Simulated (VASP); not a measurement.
# TaN (Fm-3m) in VASP: a series of runs

The runs below take TaN through single point, with PBE.

Program: VASP 6.6.1. These are calculated values, not measurements. Logs are shortened: lines on timing, memory, paths and dates and some standing lists are left out, and cuts for length are marked.

### 1 The cell of the first run

It takes space group Fm-3m (No. 225, cubic). Conventional cell: a = 4.423 Å, b = 4.423 Å, c = 4.423 Å, α = 90.00°, β = 90.00°, γ = 90.00°. Within 2.9 Å of Ta (site symmetry m-3m) lie 6 N at 2.21 Å. N (site symmetry m-3m) has 6 Ta at 2.21 Å within 2.9 Å.

### 2 Single point, PBE

Input file INCAR:

```
SYSTEM = TaN
ALGO = Normal
EDIFF = 1E-7
ENCUT = 520
GGA = PE
ISIF = 2
ISMEAR = 0
LASPH = .TRUE.
LCHARG = .TRUE.
LELF = .TRUE.
LREAL = .FALSE.
LVHAR = .TRUE.
LWAVE = .FALSE.
NBANDS = 15
NELM = 60
PREC = Accurate
SIGMA = 0.014
```

Input file KPOINTS:

```
k-points
0
G
  10 10 10
  0 0 0
```

Input file POSCAR:

```
TaN
1.0
    0.0000000000      2.2113230000      2.2113230000
    2.2113230000      0.0000000000      2.2113230000
    2.2113230000      2.2113230000      0.0000000000
Ta N
1 1
Direct
    0.5000000000      0.5000000000      0.5000000000
    0.0000000000      0.0000000000      0.0000000000
```

Potentials or basis: VASP PAW PBE potentials, release 64 (Ta_pv, N).

Started as:

```bash
cat potpaw_PBE.64/Ta_pv/POTCAR potpaw_PBE.64/N/POTCAR > POTCAR
mpirun -np 1 vasp_std > vasp.out
```

OUTCAR:

```text
SYSTEM = TaN
   EDIFF = 1E-7
   ENCUT = 520
   GGA = PE
   ISIF = 2
   ISMEAR = 0
   LASPH = .TRUE.
   LREAL = .FALSE.
   NELM = 60
   PREC = Accurate

 ion  position               nearest neighbor table
   1  0.500  0.500  0.500-   2 2.21   2 2.21   2 2.21   2 2.21   2 2.21   2 2.21
   2  0.000  0.000  0.000-   1 2.21   1 2.21   1 2.21   1 2.21   1 2.21   1 2.21

  LATTYP: Found a face centered cubic cell.
 ALAT       =     4.4226460000

  Lattice vectors:

 A1 = (   0.0000000000,   2.2113230000,   2.2113230000)
 A2 = (   2.2113230000,   0.0000000000,   2.2113230000)
 A3 = (   2.2113230000,   2.2113230000,   0.0000000000)

Analysis of symmetry for initial positions (statically):
=====================================================================
 Subroutine PRICEL returns:
 Original cell was already a primitive cell.

 Routine SETGRP: Setting up the symmetry group for a
 face centered cubic supercell.

 Subroutine GETGRP returns: Found 48 space group operations
 (whereof 48 operations were pure point group operations)
 out of a pool of 48 trial point group operations.

The static configuration has the point symmetry O_h .

Analysis of symmetry for dynamics (positions and initial velocities):
=====================================================================
 Subroutine PRICEL returns:
 Original cell was already a primitive cell.

 Routine SETGRP: Setting up the symmetry group for a
 face centered cubic supercell.

 Subroutine GETGRP returns: Found 48 space group operations
 (whereof 48 operations were pure point group operations)
 out of a pool of 48 trial point group operations.

The dynamic configuration has the point symmetry O_h .

 Subroutine INISYM returns: Found 48 space group operations
 (whereof 48 operations are pure point group operations),
 and found     1 'primitive' translations

----------------------------------------------------------------------------------------

                                     Primitive cell

  volume of cell :      21.6265

  direct lattice vectors                    reciprocal lattice vectors
     0.000000000  2.211323000  2.211323000    -0.226108985  0.226108985  0.226108985
     2.211323000  0.000000000  2.211323000     0.226108985 -0.226108985  0.226108985
     2.211323000  2.211323000  0.000000000     0.226108985  0.226108985 -0.226108985

  length of vectors
     3.127282977  3.127282977  3.127282977     0.391632251  0.391632251  0.391632251

  position of ions in fractional coordinates (direct lattice)
[... 90 lines left out ...]
   NELECT =      16.0000    total number of electrons
   NUPDOWN=      -1.0000    fix difference up-down
   EMIN   =  10.00;   EMAX   =-10.00  energy-range for DOS
   EFERMI =   0.00;   METHOD = LEGACY
   ISMEAR =     0;   SIGMA  =   0.01  broadening in eV -4-tet -1-fermi 0-gaus
   EFERMI_NEDOS =   21; number of points for ismear=-14 and -15
   IALGO  =     38    algorithm
   IMIX   =      4    mixing-type and parameters
     AMIX     =   0.40;   BMIX     =  1.00
     AMIX_MAG =   1.60;   BMIX_MAG =  1.00
  volume/ion in A,a.u.               =      10.81        72.97
  Fermi-wavevector in a.u.,A,eV,Ry     =   1.480651  2.798024 29.828417  2.192327
  Thomas-Fermi vector in A             =   2.594659
   LORBIT       =      0    0 simple, 1 ext, 2 COOP (PROOUT), +10 PAW based schemes
   GGA     = PE    functional components
   LHFCALC =     F    Hartree Fock is set to
   AEXX    =    0.0000 exact exchange contribution
   IVDW    =     0    specifies the selected vdW correction
   LEPSILON=     F    determine dielectric tensor
   LRPA    =     F    only Hartree local field effects (RPA)
 non-spin polarized calculation
 Gauss-broadening in eV      SIGMA  =   0.01
  energy-cutoff  :      520.00
  volume of cell :       21.63
 maximum number of plane-waves:       592
   NGX = 11   NGY = 11   NGZ = 11

 number of electron      16.0000003 magnetization

 Free energy of the ion-electron system (eV)
  ---------------------------------------------------
  ext. energy  EPLUGINS =         0.00000000
  ---------------------------------------------------
  free energy    TOTEN  =       -21.83869603 eV

  energy without entropy =      -21.83836981  energy(sigma->0) =      -21.83853292

 E-fermi :   9.4113     XC(G=0): -13.3448

 val. band max:        9.4078726252   @ k =   0.0000   0.0000   0.0000
 cond. band min:       9.4175505578   @ k =  -0.3000   0.3000   0.1000
 fundamental gap:      0.0096779326
 Fermi energy:         9.4113375762

 k-point     1 :       0.0000    0.0000    0.0000
  band No.  band energies     occupation
      1     -26.4708      2.00000
      2     -26.4708      2.00000
      3     -26.4708      2.00000
      4      -9.3586      2.00000
      5       5.5906      2.00000
      6       5.5906      2.00000
      7       5.5906      2.00000
      8       7.2893      2.00000
      9       7.2893      2.00000
     10       7.2893      2.00000
     11       9.4079      1.27375
     12       9.4079      1.27367
     13      10.7342      0.00000
     14      18.7518      0.00000
[... 401 lines left out ...]
      2     -26.6977      2.00000
      3     -26.6737      2.00000
      4      -7.8290      2.00000
      5       1.4937      2.00000
      6       3.5494      2.00000
      7       4.2154      2.00000
      8       5.5545      2.00000
      9      11.4691      0.00000
     10      12.1977      0.00000
     11      12.2764      0.00000
     12      13.0967      0.00000
     13      17.5754      0.00000
     14      19.8463      0.00000
     15      21.6692      0.00000

 [... further k-points ...]

------------------------ aborting loop because EDIFF is reached ----------------------------------------

  FORCE on cell =-STRESS in cart. coord.  units (eV):
  Direction    XX          YY          ZZ          XY          YZ          ZX
  --------------------------------------------------------------------------------------
  -------------------------------------------------------------------------------------
  Total       -0.0809692     -0.0809692     -0.0809692     -0.0000000      0.0000000      0.0000000
  in kB       -5.9985176     -5.9985176     -5.9985176     -0.0000000      0.0000000      0.0000000
  external PRESSURE =      -5.9985176 kB  Pullay stress =       0.0000000 kB

 VOLUME and BASIS-vectors are now :
 -----------------------------------------------------------------------------
  energy-cutoff  :      520.00
  volume of cell :       21.63
      direct lattice vectors                 reciprocal lattice vectors
     0.000000000  2.211323000  2.211323000    -0.226108985  0.226108985  0.226108985
     2.211323000  0.000000000  2.211323000     0.226108985 -0.226108985  0.226108985
     2.211323000  2.211323000  0.000000000     0.226108985  0.226108985 -0.226108985

 POSITION                                       TOTAL-FORCE (eV/Angst)
 -----------------------------------------------------------------------------------
      2.21132      2.21132      2.21132         0.000000      0.000000      0.000000
      0.00000      0.00000      0.00000        -0.000000     -0.000000     -0.000000
 -----------------------------------------------------------------------------------
    total drift:                                0.000000     -0.000000     -0.000000

  FREE ENERGIE OF THE ION-ELECTRON SYSTEM (eV)
  ---------------------------------------------------
  free  energy   TOTEN  =       -21.8386960261 eV

  energy  without entropy=      -21.8383698080  energy(sigma->0) =      -21.83853292
```

OSZICAR:

```text
N       E                     dE             d eps       ncg     rms          rms(c)
DAV:   1     0.889035869744E+02    0.88904E+02   -0.87222E+03  1410   0.113E+03
DAV:   2    -0.221966763393E+02   -0.11110E+03   -0.10463E+03  1746   0.301E+02
DAV:   3    -0.248573285963E+02   -0.26607E+01   -0.26471E+01  1571   0.435E+01
DAV:   4    -0.248674694621E+02   -0.10141E-01   -0.10138E-01  1844   0.288E+00
DAV:   5    -0.248675381801E+02   -0.68718E-04   -0.68716E-04  1592   0.208E-01    0.233E+01
DAV:   6    -0.219422847013E+02    0.29253E+01   -0.55178E+00  1657   0.263E+01    0.956E+00
DAV:   7    -0.218740364111E+02    0.68248E-01   -0.51220E-01  1564   0.601E+00    0.671E+00
DAV:   8    -0.218458534246E+02    0.28183E-01   -0.15326E-01  1613   0.338E+00    0.169E+00
DAV:   9    -0.218387577819E+02    0.70956E-02   -0.19111E-02  1578   0.115E+00    0.322E-01
DAV:  10    -0.218387234847E+02    0.34297E-04   -0.13278E-03  1732   0.359E-01    0.599E-02
DAV:  11    -0.218386959107E+02    0.27574E-04   -0.49115E-05  1522   0.792E-02    0.128E-02
DAV:  12    -0.218386963876E+02   -0.47689E-06   -0.36668E-06  1690   0.185E-02    0.766E-03
DAV:  13    -0.218386960207E+02    0.36693E-06   -0.14851E-07  1430   0.363E-03    0.192E-03
DAV:  14    -0.218386960261E+02   -0.54306E-08   -0.14361E-08   943   0.125E-03
   1 F= -.21838696E+02 E0= -.21838533E+02  d E =-.326218E-03
```

Run time: 9.3 s. Hardware: 1 thread of Intel Xeon Platinum 8559C (Emerald Rapids), shared host; peak memory 0.14 GiB.

Results:

```yaml
Free_energy: -21.8387 eV
Pressure: -0.6 GPa
Band_gap_on_the_k_mesh: zero (band 8 reaches 11.20 eV, above the bottom of band 9 at 7.29 eV)
```

Caveat: spin-orbit coupling is left out, which moves the levels of the heavy elements.

[end of part 1 of 2]
